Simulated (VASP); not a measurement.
# Sr (Fm-3m) in VASP: notebook, part 2 of 2

VASP 6.6.1. The steps go on from the part before.

## Step 3: Electric field gradients, r2SCAN (volume scaled by 0.975)

POSCAR

```
Sr
1.0
    0.0000000000      3.0081094605      3.0081094605
    3.0081094605      0.0000000000      3.0081094605
    3.0081094605      3.0081094605      0.0000000000
Sr
1
Direct
    0.0000000000      0.0000000000      0.0000000000
```

INCAR.step1

```
PREC = Accurate ; ENCUT = 520
ISMEAR = -1 ; SIGMA = 0.03
LREAL = False ; LASPH = True
NELM = 60 ; NBANDS = 11
GGA = PE ; ALGO = Normal
EDIFF = 1E-4 ; LWAVE = True
LCHARG = False
```

INCAR.step2

```
PREC = Accurate ; ENCUT = 520
EDIFF = 1E-8 ; ISMEAR = -1
SIGMA = 0.03 ; LREAL = False
LASPH = True ; NELM = 60
ALGO = Normal ; ISIF = 2
LWAVE = False ; LCHARG = False
METAGGA = R2SCAN ; LMIXTAU = True
LEFG = True ; NBANDS = 11
ISTART = 1
```

KPOINTS

```
Automatic mesh
0
Gamma
  9 9 9
```

Potentials or basis: VASP PAW PBE potentials, release 64 (Sr_sv).

Command:

```sh
$ cat potpaw_PBE.64/Sr_sv/POTCAR > POTCAR
$ cp INCAR.step1 INCAR
$ mpirun -np 1 vasp_std > vasp.out
$ cp INCAR.step2 INCAR
$ mpirun -np 1 vasp_std > vasp.out
```

OUTCAR:

```text
PREC = Accurate
   ENCUT = 520
   EDIFF = 1E-8
   ISMEAR = -1
   LREAL = False
   LASPH = True
   NELM = 60
   ISIF = 2
   METAGGA = R2SCAN
   ISTART = 1

 ion  position               nearest neighbor table
   1  0.000  0.000  0.000-

  LATTYP: Found a face centered cubic cell.
 ALAT       =     6.0162189210

  Lattice vectors:

 A1 = (   0.0000000000,   3.0081094605,   3.0081094605)
 A2 = (   3.0081094605,   0.0000000000,   3.0081094605)
 A3 = (   3.0081094605,   3.0081094605,   0.0000000000)

Analysis of symmetry for initial positions (statically):
=====================================================================
 Subroutine PRICEL returns:
 Original cell was already a primitive cell.

 Routine SETGRP: Setting up the symmetry group for a
 face centered cubic supercell.
[... 516 lines left out ...]
  in kB        4.7207810      4.7207810      4.7207810      0.0000000      0.0000000      0.0000000
  external PRESSURE =       4.7207810 kB  Pullay stress =       0.0000000 kB

 VOLUME and BASIS-vectors are now :
 -----------------------------------------------------------------------------
  energy-cutoff  :      520.00
  volume of cell :       54.44
      direct lattice vectors                 reciprocal lattice vectors
     0.000000000  3.008109461  3.008109461    -0.166217356  0.166217356  0.166217356
     3.008109461  0.000000000  3.008109461     0.166217356 -0.166217356  0.166217356
     3.008109461  3.008109461  0.000000000     0.166217356  0.166217356 -0.166217356

 POSITION                                       TOTAL-FORCE (eV/Angst)
 -----------------------------------------------------------------------------------
      0.00000      0.00000      0.00000        -0.000000     -0.000000     -0.000000
 -----------------------------------------------------------------------------------
    total drift:                                0.000000      0.000000      0.000000

  FREE ENERGIE OF THE ION-ELECTRON SYSTEM (eV)
  ---------------------------------------------------
  free  energy   TOTEN  =       -15.0936263395 eV

  energy  without entropy=      -15.0879665312  energy(sigma->0) =      -15.09079644

 Electric field gradients (V/A^2)
---------------------------------------------------------------------
 ion       V_xx      V_yy      V_zz      V_xy      V_xz      V_yz
---------------------------------------------------------------------
   1       0.000    -0.000    -0.000    -0.000    -0.000    -0.000
---------------------------------------------------------------------

 Electric field gradients after diagonalization (V/A^2)
 (convention: |V_zz| > |V_xx| > |V_yy|)
----------------------------------------------------------------------
 ion       V_xx      V_yy      V_zz     asymmetry (V_yy - V_xx)/ V_zz
----------------------------------------------------------------------
   1       0.000     0.000    -0.000       0.000
----------------------------------------------------------------------

           NMR quadrupolar parameters

 Cq : quadrupolar parameter    Cq=e*Q*V_zz/h
 eta: asymmetry parameters     (V_yy - V_xx)/ V_zz
 Q  : nuclear electric quadrupole moment in mb (millibarn)
----------------------------------------------------------------------
 ion       Cq(MHz)       eta       Q (mb)
----------------------------------------------------------------------
   1      -0.000       0.000       1.000
----------------------------------------------------------------------
```

OSZICAR.step1:

```text
N       E                     dE             d eps       ncg     rms          rms(c)
DAV:   1     0.361260216324E+02    0.36126E+02   -0.48114E+03   770   0.787E+02
DAV:   2    -0.969275383176E-01   -0.36223E+02   -0.35570E+02   915   0.154E+02
DAV:   3    -0.157914272058E+01   -0.14822E+01   -0.14687E+01  1114   0.230E+01
DAV:   4    -0.163409287041E+01   -0.54950E-01   -0.54859E-01  1032   0.426E+00
DAV:   5    -0.163556165529E+01   -0.14688E-02   -0.14687E-02  1089   0.541E-01    0.112E+01
DAV:   6    -0.163626276039E+01   -0.70111E-03   -0.64583E-03   932   0.916E-01    0.632E+00
DAV:   7    -0.163676080701E+01   -0.49805E-03   -0.11313E-02   848   0.120E+00    0.282E-01
DAV:   8    -0.163674111224E+01    0.19695E-04   -0.12863E-03  1204   0.211E-01    0.670E-02
DAV:   9    -0.163675987378E+01   -0.18762E-04   -0.12111E-05   493   0.323E-02
   1 F= -.16367599E+01 E0= -.16350207E+01  d E =-.347829E-02
```

It took 40 s on 1 thread of Intel Xeon 6975P-C (Granite Rapids), shared host; peak memory 0.18 GiB.

What came out:

```
Free energy            : -15.0936 eV
Pressure               : 0.5 GPa
Band gap on the k mesh : 0.05 eV, indirect (least direct gap 0.28 eV)
```

Caveat: the cell differs from its parent crystal (volume scaled by 0.975); without QUAD_EFG the Cq values of the log hold for a quadrupole moment of 1 mb, not for the nuclei; the PAW data sets were made with another functional, which shifts forces and pressure a little. A k mesh can miss the band edges.

## Step 4: Electric field gradients, r2SCAN

This run uses another cell than the first one, of 55.83 Å³/atom, 1.053 times its volume.

POSCAR

```
Sr
1.0
    0.0000000000      3.0336031291      3.0336031291
    3.0336031291      0.0000000000      3.0336031291
    3.0336031291      3.0336031291      0.0000000000
Sr
1
Direct
    0.0000000000      0.0000000000      0.0000000000
```

INCAR.step1

```
PREC = Accurate
ENCUT = 520
ISMEAR = -1
SIGMA = 0.03
LREAL = False
LASPH = True
NELM = 60
NBANDS = 11
GGA = PE
ALGO = Normal
EDIFF = 1E-4
LWAVE = True
LCHARG = False
```

INCAR.step2

```
PREC = Accurate
ENCUT = 520
EDIFF = 1E-8
ISMEAR = -1
SIGMA = 0.03
LREAL = False
LASPH = True
NELM = 60
ALGO = Normal
ISIF = 2
LWAVE = False
LCHARG = False
METAGGA = R2SCAN
LMIXTAU = True
LEFG = True
NBANDS = 11
ISTART = 1
```

KPOINTS

```
regular mesh
0
Gamma
  9 9 9
```

Potentials or basis: VASP PAW PBE potentials, release 64 (Sr_sv).

Command:

```sh
$ cat potpaw_PBE.64/Sr_sv/POTCAR > POTCAR
$ cp INCAR.step1 INCAR
$ mpirun -np 1 vasp_std > vasp.out
$ cp INCAR.step2 INCAR
$ mpirun -np 1 vasp_std > vasp.out
```

OUTCAR:

```text
PREC = Accurate
   ENCUT = 520
   EDIFF = 1E-8
   ISMEAR = -1
   LREAL = False
   LASPH = True
   NELM = 60
   ISIF = 2
   METAGGA = R2SCAN
   ISTART = 1

 ion  position               nearest neighbor table
   1  0.000  0.000  0.000-

  LATTYP: Found a face centered cubic cell.
 ALAT       =     6.0672062582

  Lattice vectors:

 A1 = (   0.0000000000,   3.0336031291,   3.0336031291)
 A2 = (   3.0336031291,   0.0000000000,   3.0336031291)
 A3 = (   3.0336031291,   3.0336031291,   0.0000000000)

Analysis of symmetry for initial positions (statically):
=====================================================================
 Subroutine PRICEL returns:
 Original cell was already a primitive cell.

 Routine SETGRP: Setting up the symmetry group for a
 face centered cubic supercell.
[... 516 lines left out ...]
  in kB        1.7785165      1.7785165      1.7785165     -0.0000000      0.0000000     -0.0000000
  external PRESSURE =       1.7785165 kB  Pullay stress =       0.0000000 kB

 VOLUME and BASIS-vectors are now :
 -----------------------------------------------------------------------------
  energy-cutoff  :      520.00
  volume of cell :       55.83
      direct lattice vectors                 reciprocal lattice vectors
     0.000000000  3.033603129  3.033603129    -0.164820505  0.164820505  0.164820505
     3.033603129  0.000000000  3.033603129     0.164820505 -0.164820505  0.164820505
     3.033603129  3.033603129  0.000000000     0.164820505  0.164820505 -0.164820505

 POSITION                                       TOTAL-FORCE (eV/Angst)
 -----------------------------------------------------------------------------------
      0.00000      0.00000      0.00000         0.000000      0.000000     -0.000000
 -----------------------------------------------------------------------------------
    total drift:                                0.000000      0.000000      0.000000

  FREE ENERGIE OF THE ION-ELECTRON SYSTEM (eV)
  ---------------------------------------------------
  free  energy   TOTEN  =       -15.0965173569 eV

  energy  without entropy=      -15.0901814668  energy(sigma->0) =      -15.09334941

 Electric field gradients (V/A^2)
---------------------------------------------------------------------
 ion       V_xx      V_yy      V_zz      V_xy      V_xz      V_yz
---------------------------------------------------------------------
   1       0.000    -0.000    -0.000    -0.000    -0.000    -0.000
---------------------------------------------------------------------

 Electric field gradients after diagonalization (V/A^2)
 (convention: |V_zz| > |V_xx| > |V_yy|)
----------------------------------------------------------------------
 ion       V_xx      V_yy      V_zz     asymmetry (V_yy - V_xx)/ V_zz
----------------------------------------------------------------------
   1       0.000     0.000    -0.000       0.000
----------------------------------------------------------------------

           NMR quadrupolar parameters

 Cq : quadrupolar parameter    Cq=e*Q*V_zz/h
 eta: asymmetry parameters     (V_yy - V_xx)/ V_zz
 Q  : nuclear electric quadrupole moment in mb (millibarn)
----------------------------------------------------------------------
 ion       Cq(MHz)       eta       Q (mb)
----------------------------------------------------------------------
   1      -0.000       0.000       1.000
----------------------------------------------------------------------
```

Wall time 42 s (1 thread of Intel Xeon 6975P-C (Granite Rapids), shared host); peak memory 0.18 GiB.

Results:

```
Free energy            : -15.0965 eV
Pressure               : 0.2 GPa
Band gap on the k mesh : 0.02 eV, indirect (least direct gap 0.29 eV)
```

Levels at points of the mesh, in eV from the valence-band top:
```csv
k point,band 3,band 4,band 5,band 6,band 7,band 8
"(0.00, 0.00, 0.00)",-19.27,-19.27,-3.77,2.73,2.73,2.73
```

Caveat: without QUAD_EFG the Cq values of the log hold for a quadrupole moment of 1 mb, not for the nuclei; the PAW data sets were made with another functional, which shifts forces and pressure a little. A k mesh can miss the band edges.

## Step 5: Summary

```tsv
cell	gap on the mesh (eV)	pressure (GPa)
a = 4.217 Å, angles 60.0°, 1 atom	0.07	0.8
a = 4.254 Å, angles 60.0°, 1 atom	0.05	0.5
a = 4.290 Å, angles 60.0°, 1 atom	0.02	0.2
```

Alike in all rows: task electric field gradients; level r2SCAN; potentials or basis VASP PAW PBE potentials, release 64 (Sr_sv); no spin polarisation; k mesh 9 × 9 × 9; cutoff (eV) 520; smearing fermi-dirac 0.03 eV.

Caveats: the PAW data sets were made with another functional, which shifts forces and pressure a little.

Total energies depend on the potentials used, so only differences within one code and one set of settings carry meaning.
